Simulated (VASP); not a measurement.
# Ir (P6_3/mmc) in VASP: further runs, part 2 of 2

VASP 6.6.1.

## (4) Single point, PBEsol

Contents of INCAR:

```
SYSTEM = Ir
  PREC = Accurate
  ENCUT = 520
  EDIFF = 1E-6
  ISMEAR = 1
  SIGMA = 0.15
  LREAL = .FALSE.
  LASPH = .TRUE.
  NELM = 80
  ALGO = Normal
  ISIF = 2
  LWAVE = .FALSE.
  LCHARG = .FALSE.
  GGA = PS
  NBANDS = 16
```

Contents of KPOINTS:

```
regular mesh
0
G
  14 14 8
  0 0 0
```

Contents of POSCAR:

```
Ir
1.0
    2.7513778900      0.0000000000      0.0000000000
   -1.3756889500      2.3827631500      0.0000000000
    0.0000000000      0.0000000000      4.4622900000
Ir
2
Direct
    0.6666666720      0.3333333319      0.7500000000
    0.3333333337      0.6666666723      0.2500000000
```

Potentials or basis: VASP PAW PBE potentials, release 64 (Ir).

On the command line:

```console
cat potpaw_PBE.64/Ir/POTCAR > POTCAR
mpirun -np 1 vasp_std > vasp.out
```

OUTCAR:

```text
SYSTEM = Ir
   PREC = Accurate
   ENCUT = 520
   EDIFF = 1E-6
   ISMEAR = 1
   LREAL = .FALSE.
   LASPH = .TRUE.
   NELM = 80
   ISIF = 2
   GGA = PS

 ion  position               nearest neighbor table
   1  0.667  0.333  0.750-   2 2.74   2 2.74   2 2.74   2 2.74   2 2.74   2 2.74
   2  0.333  0.667  0.250-   1 2.74   1 2.74   1 2.74   1 2.74   1 2.74   1 2.74

  LATTYP: Found a hexagonal cell.
 ALAT       =     2.7513778900
 C/A-ratio  =     1.6218382855

  Lattice vectors:

 A1 = (   2.7513778900,   0.0000000000,   0.0000000000)
 A2 = (  -1.3756889500,   2.3827631500,   0.0000000000)
 A3 = (   0.0000000000,   0.0000000000,   4.4622900000)

Analysis of symmetry for initial positions (statically):
=====================================================================
 Subroutine PRICEL returns:
 Original cell was already a primitive cell.

 Routine SETGRP: Setting up the symmetry group for a
 hexagonal supercell.

 Subroutine GETGRP returns: Found 24 space group operations
 (whereof 12 operations were pure point group operations)
 out of a pool of 24 trial point group operations.

The static configuration has the point symmetry D_3d.
 The point group associated with its full space group is D_6h.

Analysis of symmetry for dynamics (positions and initial velocities):
=====================================================================
 Subroutine PRICEL returns:
 Original cell was already a primitive cell.

 Routine SETGRP: Setting up the symmetry group for a
 hexagonal supercell.

 Subroutine GETGRP returns: Found 24 space group operations
 (whereof 12 operations were pure point group operations)
 out of a pool of 24 trial point group operations.

The dynamic configuration has the point symmetry D_3d.
 The point group associated with its full space group is D_6h.

[... 114 lines left out ...]
   EFERMI_NEDOS =   21; number of points for ismear=-14 and -15
   IALGO  =     38    algorithm
   IMIX   =      4    mixing-type and parameters
     AMIX     =   0.40;   BMIX     =  1.00
     AMIX_MAG =   1.60;   BMIX_MAG =  1.00
  volume/ion in A,a.u.               =      14.63        98.71
  Fermi-wavevector in a.u.,A,eV,Ry     =   1.392417  2.631287 26.379323  1.938826
  Thomas-Fermi vector in A             =   2.516162
   LORBIT       =      0    0 simple, 1 ext, 2 COOP (PROOUT), +10 PAW based schemes
   GGA     = PS    functional components
   LHFCALC =     F    Hartree Fock is set to
   AEXX    =    0.0000 exact exchange contribution
   IVDW    =     0    specifies the selected vdW correction
   LEPSILON=     F    determine dielectric tensor
   LRPA    =     F    only Hartree local field effects (RPA)
 non-spin polarized calculation
 Methfessel and Paxton  Order N= 1 SIGMA  =   0.15
  energy-cutoff  :      520.00
  volume of cell :       29.25
 maximum number of plane-waves:       796
   NGX = 11   NGY = 11   NGZ = 17

 number of electron      18.0000000 magnetization

 Free energy of the ion-electron system (eV)
  ---------------------------------------------------
  ext. energy  EPLUGINS =         0.00000000
  ---------------------------------------------------
  free energy    TOTEN  =       -19.44375579 eV

  energy without entropy =      -19.44211189  energy(sigma->0) =      -19.44320782

 E-fermi :   9.7890     XC(G=0): -13.9056

 val. band max:        9.7860656493   @ k =   0.3571   0.2857   0.2500
 cond. band min:       9.7893960936   @ k =   0.2857   0.0714   0.0000
 fundamental gap:      0.0033304442
 Fermi energy:         9.7889934192

 k-point     1 :       0.0000    0.0000    0.0000
  band No.  band energies     occupation
      1      -1.1575      2.00000
      2       1.9092      2.00000
      3       6.0166      2.00000
      4       6.1217      2.00000
      5       6.1217      2.00000
      6       6.7495      2.00000
[... 433 lines left out ...]
      3       4.1076      2.00000
      4       4.9329      2.00000
      5       5.6301      2.00000
      6       5.8664      2.00000
[... 8 lines left out ...]
     15      22.8411      0.00000
     16      23.0346      0.00000

 [... further k-points ...]

------------------------ aborting loop because EDIFF is reached ----------------------------------------

  FORCE on cell =-STRESS in cart. coord.  units (eV):
  Direction    XX          YY          ZZ          XY          YZ          ZX
  --------------------------------------------------------------------------------------
  -------------------------------------------------------------------------------------
  Total       -2.1276710     -2.1276710     -2.1913985      0.0000000      0.0000000      0.0000000
  in kB     -116.5268898   -116.5268900   -120.0170752      0.0000002      0.0000000      0.0000000
  external PRESSURE =    -117.6902850 kB  Pullay stress =       0.0000000 kB

 VOLUME and BASIS-vectors are now :
 -----------------------------------------------------------------------------
  energy-cutoff  :      520.00
  volume of cell :       29.25
      direct lattice vectors                 reciprocal lattice vectors
     2.751377890  0.000000000  0.000000000     0.363454255  0.209840412  0.000000000
    -1.375688950  2.382763150  0.000000000     0.000000000  0.419680823  0.000000000
     0.000000000  0.000000000  4.462290000     0.000000000  0.000000000  0.224100182

 POSITION                                       TOTAL-FORCE (eV/Angst)
 -----------------------------------------------------------------------------------
      1.37569      0.79425      3.34672         0.000000     -0.000000      0.000000
     -0.00000      1.58851      1.11557        -0.000000      0.000000      0.000000
 -----------------------------------------------------------------------------------
    total drift:                               -0.000001     -0.000000     -0.000000

  FREE ENERGIE OF THE ION-ELECTRON SYSTEM (eV)
  ---------------------------------------------------
  free  energy   TOTEN  =       -19.4437557918 eV

  energy  without entropy=      -19.4421118902  energy(sigma->0) =      -19.44320782
```

OSZICAR:

```text
N       E                     dE             d eps       ncg     rms          rms(c)
DAV:   1     0.139488280404E+03    0.13949E+03   -0.85339E+03  3840   0.113E+03
DAV:   2    -0.169304451528E+02   -0.15642E+03   -0.14047E+03  3840   0.305E+02
DAV:   3    -0.206770226303E+02   -0.37466E+01   -0.36857E+01  5320   0.560E+01
DAV:   4    -0.207182711353E+02   -0.41249E-01   -0.41240E-01  4320   0.499E+00
DAV:   5    -0.207194253992E+02   -0.11543E-02   -0.11542E-02  5416   0.870E-01    0.209E+01
DAV:   6    -0.196369862367E+02    0.10824E+01   -0.14280E+00  4768   0.153E+01    0.810E+00
DAV:   7    -0.194572185555E+02    0.17977E+00   -0.38805E-01  5192   0.743E+00    0.212E+00
DAV:   8    -0.194526353961E+02    0.45832E-02   -0.48637E-03  4336   0.573E-01    0.167E+00
DAV:   9    -0.194437678146E+02    0.88676E-02   -0.63571E-03  4768   0.101E+00    0.328E-02
DAV:  10    -0.194437574937E+02    0.10321E-04   -0.61006E-05  5848   0.802E-02    0.180E-02
DAV:  11    -0.194437553971E+02    0.20966E-05   -0.61992E-06  4920   0.273E-02    0.585E-03
DAV:  12    -0.194437557918E+02   -0.39471E-06   -0.24102E-07  3112   0.551E-03
   1 F= -.19443756E+02 E0= -.19443208E+02  d E =-.164390E-02
```

stdout:

```text
POSCAR found type information on POSCAR Ir
 POSCAR found :  1 types and       2 ions
 scaLAPACK will be used
 -----------------------------------------------------------------------------
|                                                                             |
|                                                                             |
|     You enforced a specific xc type in the INCAR file but a different       |
|     I HOPE YOU KNOW WHAT YOU ARE DOING!                                     |
|                                                                             |
 -----------------------------------------------------------------------------

 LDA part: xc-table for (Slater+PW92), standard interpolation
 POSCAR, INCAR and KPOINTS ok, starting setup
 FFT: planning ... GRIDC
 FFT: planning ... GRID_SOFT
 FFT: planning ... GRID
 WAVECAR not read
 entering main loop
```

It took 26 s on 1 thread of Intel Xeon Platinum 8488C (Sapphire Rapids), shared host; peak memory 0.17 GiB.

Results:

```
Free energy            : -19.4438 eV
Pressure               : -11.8 GPa
Band gap on the k mesh : zero (band 9 reaches 10.71 eV, above the bottom of band 10 at 7.53 eV)
```

Caveat: the PAW data sets were made with another functional, which shifts forces and pressure a little; spin-orbit coupling is left out, which moves the levels of the heavy elements.

## (5) The runs side by side

```csv
level,potentials or basis,gap on the mesh (eV),pressure (GPa)
BLYP,"VASP PAW PBE potentials, release 64 (Ir)",none,17.9
LDA,"VASP PAW LDA potentials, release 64 (Ir)",none,-15.9
PBEsol,"VASP PAW PBE potentials, release 64 (Ir)",none,-11.8
```

Alike in all rows: task single point; no spin polarisation; cell as given; k mesh 14 × 14 × 8; cutoff (eV) 520; smearing methfessel-paxton 0.15 eV.

Caveats: spin-orbit coupling is left out, which moves the levels of the heavy elements; the PAW data sets were made with another functional, which shifts forces and pressure a little (some runs).

Total energies depend on the potentials used, so only differences within one code and one set of settings carry meaning.
